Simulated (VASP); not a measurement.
# Sb in VASP: notebook, part 2 of 2

VASP 6.6.1.

## Step 4: Single point, PBE (the cell strained at random)

The input, INCAR:

```
SYSTEM = Sb
PREC = Accurate ; ENCUT = 520
EDIFF = 1E-6 ; ISMEAR = -1
SIGMA = 0.05 ; LREAL = .FALSE.
LASPH = .TRUE. ; NELM = 80
ALGO = Normal ; ISIF = 2
LWAVE = .FALSE. ; LCHARG = .FALSE.
GGA = PE ; NBANDS = 8
```

The input, KPOINTS:

```
Automatic mesh
0
G
  12 12 12
  0 0 0
```

The input, POSCAR:

```
Sb
1.0
   -1.5775790000      1.5802120000      2.7118280000
    1.5669920000     -1.5442780000      2.6847840000
    1.6042890000      1.5709880000     -2.6909380000
Sb
1
Direct
    0.0177470000      0.0046650000      0.0170070000
```

Potentials or basis: VASP PAW PBE potentials, release 64 (Sb).

Launch:

```bash
$ cat potpaw_PBE.64/Sb/POTCAR > POTCAR
$ mpirun -np 1 vasp_std > vasp.out
```

OUTCAR:

```text
SYSTEM = Sb
   PREC = Accurate
   ENCUT = 520
   EDIFF = 1E-6
   ISMEAR = -1
   LREAL = .FALSE.
   LASPH = .TRUE.
   NELM = 80
   ISIF = 2
   GGA = PE

 ion  position               nearest neighbor table
   1  0.018  0.005  0.017-

  LATTYP: Found a triclinic cell.
 ALAT       =     3.1513824357
 B/A-ratio  =     1.4306385747
 C/A-ratio  =     1.1146886877
 COS(alpha) =     0.0010512773
 COS(beta)  =     0.4511276234
 COS(gamma) =     0.7108653370

  Lattice vectors:

 A1 = (  -0.0267100000,  -3.1512000000,  -0.0208900000)
 A2 = (  -3.1979910000,  -3.1779100000,  -0.0147360000)
 A3 = (   1.5775790000,  -1.5802120000,  -2.7118280000)

Analysis of symmetry for initial positions (statically):
=====================================================================
 Subroutine PRICEL returns:
 Original cell was already a primitive cell.

 Routine SETGRP: Setting up the symmetry group for a
 triclinic supercell.

 Subroutine GETGRP returns: Found  2 space group operations
 (whereof  1 operations were pure point group operations)
 out of a pool of  2 trial point group operations.
[... 158 lines left out ...]
  ---------------------------------------------------
  free energy    TOTEN  =        -3.84337036 eV

  energy without entropy =       -3.83822590  energy(sigma->0) =       -3.84079813

 E-fermi :   8.5122     XC(G=0): -10.2163

 val. band max:        8.5083677694   @ k =   0.2500   0.0000   0.2500
 cond. band min:       8.5130902636   @ k =   0.0833  -0.3333   0.4167
 fundamental gap:      0.0047224941
 Fermi energy:         8.5121926180

 k-point     1 :       0.0000    0.0000    0.0000
  band No.  band energies     occupation
      1      -4.4310      2.00000
      2      13.2152      0.00000
      3      13.8529      0.00000
      4      14.0290      0.00000
      5      17.8714      0.00000
      6      19.1075      0.00000
      7      19.1369      0.00000
      8      19.2906      0.00000
[... 243 lines left out ...]
 k-point    24 :       0.3333    0.1667   -0.0000
  band No.  band energies     occupation
      1      -1.3122      2.00000
      2       5.0131      2.00000
      3       9.3062      0.00000
      4      10.9284      0.00000
      5      15.8006      0.00000
      6      17.5082      0.00000
      7      20.2972      0.00000
      8      21.3033      0.00000

 [... further k-points ...]
[... 5 lines left out ...]
  --------------------------------------------------------------------------------------
  -------------------------------------------------------------------------------------
  Total        0.2481907      0.3763665      0.1748483      0.0365959      0.0384833      0.0025259
  in kB       14.7484427     22.3651374     10.3901574      2.1746702      2.2868254      0.1500986
  external PRESSURE =      15.8345792 kB  Pullay stress =       0.0000000 kB

 VOLUME and BASIS-vectors are now :
 -----------------------------------------------------------------------------
  energy-cutoff  :      520.00
  volume of cell :       26.96
      direct lattice vectors                 reciprocal lattice vectors
    -1.577579000  1.580212000  2.711828000    -0.002307225  0.316144564  0.183191831
     1.566992000 -1.544278000  2.684784000     0.315723747 -0.003908800  0.185946854
     1.604289000  1.570988000 -2.690938000     0.312676571  0.314698962 -0.001482057

 POSITION                                       TOTAL-FORCE (eV/Angst)
 -----------------------------------------------------------------------------------
      0.00660      0.04756      0.01489         0.000000     -0.000000     -0.000000
 -----------------------------------------------------------------------------------
    total drift:                                0.000000     -0.000000     -0.000001

  FREE ENERGIE OF THE ION-ELECTRON SYSTEM (eV)
  ---------------------------------------------------
  free  energy   TOTEN  =        -3.8433703550 eV

  energy  without entropy=       -3.8382259013  energy(sigma->0) =       -3.84079813
```

OSZICAR:

```text
N       E                     dE             d eps       ncg     rms          rms(c)
DAV:   1     0.511242534129E+01    0.51124E+01   -0.16649E+03 14000   0.410E+02
DAV:   2    -0.374895485368E+01   -0.88614E+01   -0.85301E+01 19664   0.524E+01
DAV:   3    -0.384818699622E+01   -0.99232E-01   -0.98808E-01 16392   0.622E+00
DAV:   4    -0.384849377927E+01   -0.30678E-03   -0.30678E-03 21976   0.429E-01
DAV:   5    -0.384849427084E+01   -0.49158E-06   -0.49213E-06 17336   0.105E-02    0.177E+00
DAV:   6    -0.384511095491E+01    0.33833E-02   -0.21067E-03 16984   0.237E-01    0.101E+00
DAV:   7    -0.384335680175E+01    0.17542E-02   -0.44437E-03 16352   0.345E-01    0.552E-02
DAV:   8    -0.384336980295E+01   -0.13001E-04   -0.86352E-05 19192   0.688E-02    0.763E-03
DAV:   9    -0.384337035505E+01   -0.55210E-06   -0.11202E-06 19360   0.797E-03
   1 F= -.38433704E+01 E0= -.38407981E+01  d E =-.514445E-02
```

stdout:

```text
POSCAR found type information on POSCAR Sb
 POSCAR found :  1 types and       1 ions
 scaLAPACK will be used
 LDA part: xc-table for (Slater+PW92), standard interpolation
 POSCAR, INCAR and KPOINTS ok, starting setup
 FFT: planning ... GRIDC
 FFT: planning ... GRID_SOFT
 FFT: planning ... GRID
 WAVECAR not read
 entering main loop
```

Run time: 2 min. Hardware: 1 thread of Intel Xeon Platinum 8259CL at 2.50GHz (Skylake/Cascade Lake), shared host; peak memory 0.31 GiB.

What came out:

```yaml
Free_energy: -3.8434 eV
Pressure: 1.6 GPa
```

Levels at points of the mesh, in eV from the Fermi level:
| k point | band 1 | band 2 | band 3 | band 4 | band 5 | band 6 | band 7 |
| --- | --- | --- | --- | --- | --- | --- | --- |
| (0.00, 0.00, 0.00) | -12.94 | 4.70 | 5.34 | 5.52 | 9.36 | 10.60 | 10.62 |
| (0.50, 0.00, 0.00) | -9.16 | -5.82 | 2.01 | 5.30 | 6.37 | 10.05 | 10.42 |
| (0.00, 0.50, 0.00) | -9.14 | -5.80 | 1.80 | 5.34 | 6.14 | 10.12 | 10.48 |
| (0.50, 0.50, 0.00) | -6.59 | -4.33 | -1.06 | 0.44 | 3.39 | 4.27 | 15.83 |
| (0.00, 0.00, 0.50) | -6.77 | -4.50 | -0.89 | 0.73 | 3.57 | 4.47 | 15.73 |
| (0.50, 0.00, 0.50) | -9.19 | -5.81 | 1.89 | 5.36 | 6.23 | 10.05 | 10.52 |
| (0.00, 0.50, 0.50) | -9.01 | -5.78 | 1.70 | 5.17 | 6.06 | 9.95 | 10.36 |
| (0.50, 0.50, 0.50) | -9.20 | -5.65 | 1.95 | 2.16 | 5.80 | 6.05 | 18.08 |

Caveat: the cell differs from its parent crystal (the cell strained at random); spin-orbit coupling is left out, which moves the levels of the heavy elements.

## Step 5: Single point, LDA (volume scaled by 0.94)

The input, INCAR:

```
PREC     = Accurate       # precision mode
ENCUT    = 520            # plane-wave cutoff, eV
EDIFF    = 1E-7           # SCF threshold, eV
ISMEAR   = -1             # smearing method
SIGMA    = 0.05           # smearing width, eV
LREAL    = False          # projectors in reciprocal space
LASPH    = True           # aspherical terms in the spheres
NELM     = 80             # most SCF steps
ALGO     = Normal         # electronic algorithm
ISIF     = 2              # what is computed and relaxed
LWAVE    = False          # write WAVECAR
LCHARG   = False          # write CHGCAR
NBANDS   = 8              # bands
```

The input, KPOINTS:

```
Automatic mesh
0
Gamma
  12 12 12
```

The input, POSCAR:

```
Sb
1.0
   -1.5443568632      1.5443568632      2.6565772150
    1.5443568632     -1.5443568632      2.6565772150
    1.5443568632      1.5443568632     -2.6565772150
Sb
1
Direct
    0.0000000000      0.0000000000      0.0000000000
```

Potentials or basis: VASP PAW LDA potentials, release 64 (Sb).

Launch:

```bash
$ cat potpaw_LDA.64/Sb/POTCAR > POTCAR
$ mpirun -np 1 vasp_std > vasp.out
```

Wall time 23 s (1 thread of Intel Xeon Platinum 8488C (Sapphire Rapids), shared host); peak memory 0.16 GiB.

The run converged. Its results:

```
Free energy : -4.5506 eV
Pressure    : 2.0 GPa
```

Stress tensor (GPa, compression positive):
```
2.40 0.00 0.00
0.00 2.40 0.00
0.00 0.00 1.26
```

Levels at points of the mesh, in eV from the Fermi level:
| k point | band 1 | band 2 | band 3 | band 4 | band 5 | band 6 | band 7 | band 8 |
| --- | --- | --- | --- | --- | --- | --- | --- | --- |
| (0.00, 0.00, 0.00) | -13.46 | 5.00 | 5.80 | 5.80 | 9.38 | 10.71 | 10.71 | 10.72 |
| (0.50, 0.00, 0.00) | -9.31 | -6.18 | 1.87 | 5.73 | 6.24 | 10.36 | 10.59 | 10.71 |
| (0.50, 0.50, 0.00) | -6.59 | -4.68 | -1.08 | 0.58 | 3.50 | 4.36 | 15.21 | 15.94 |
| (0.50, 0.50, 0.50) | -9.45 | -6.05 | 2.20 | 2.20 | 5.93 | 6.29 | 17.17 | 17.17 |

Caveat: spin-orbit coupling is left out, which moves the levels of the heavy elements.

## Step 6: The runs side by side

| level | potentials or basis | cell | gap on the mesh (eV) | pressure (GPa) |
| --- | --- | --- | --- | --- |
| PBE | VASP PAW PBE potentials, release 64 (Sb) | a = 3.557 Å, angles 126.6, 126.6, 78.8°, 1 atom | none | -0.7 |
| PBE | VASP PAW PBE potentials, release 64 (Sb) | a = 3.580 Å, angles 126.6, 126.6, 78.8°, 1 atom | none | -1.8 |
| PBE | VASP PAW PBE potentials, release 64 (Sb) | a = 3.513, b = 3.471, c = 3.505 Å, angles 125.9, 126.6, 78.8°, 1 atom | none | 1.6 |
| LDA | VASP PAW LDA potentials, release 64 (Sb) | a = 3.439 Å, angles 126.6, 126.6, 78.8°, 1 atom | none | 2.0 |

Alike in all rows: task single point; no spin polarisation; k mesh 12 × 12 × 12; cutoff (eV) 520; smearing fermi-dirac 0.05 eV.

Caveats: spin-orbit coupling is left out, which moves the levels of the heavy elements.

Total energies depend on the potentials used, so only differences within one code and one set of settings carry meaning.
